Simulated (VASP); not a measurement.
Crystal: SrO.

```
Sr O
1.0
    -0.09258    2.76951    2.76951
     2.76951   -0.09258    2.76951
     2.76951    2.76951   -0.09258
Sr O
1 1
Cartesian
  -0.0161 -0.0161 -0.0161
  1.3777 1.3777 1.3777
```

This cell differs from its parent crystal: epitaxial 111 strain +2.5%.

Base run:

| Property | Result |
| --- | --- |
| Program | VASP 6.6.1 |
| Functional | r2SCAN |
| Potentials or basis | VASP PAW PBE potentials, release 64 (Sr_sv, O) |
| Cutoff | 520 eV |
| k mesh | 8 × 8 × 8 |
| Occupations | gaussian, width 0.01 eV |
| Spin | no spin polarisation |

Its results: band gap on the k mesh 2.83 eV, indirect (least direct gap 3.53 eV); pressure -1.2 GPa; largest force 0.010 eV/Å.

**Question.** The run is repeated on the same cell with these changes: functional from r2SCAN to PBE; occupations from gaussian, width 0.01 eV to fermi-dirac, width 0.02 eV. What comes out?

**Answer.** Band gap on the k mesh 2.45 eV, indirect (least direct gap 3.15 eV); pressure -0.2 GPa; largest force 0.003 eV/Å.

Caveats: the PAW data sets were made with another functional, which shifts forces and pressure a little (some runs).

A k mesh can miss the band edges.
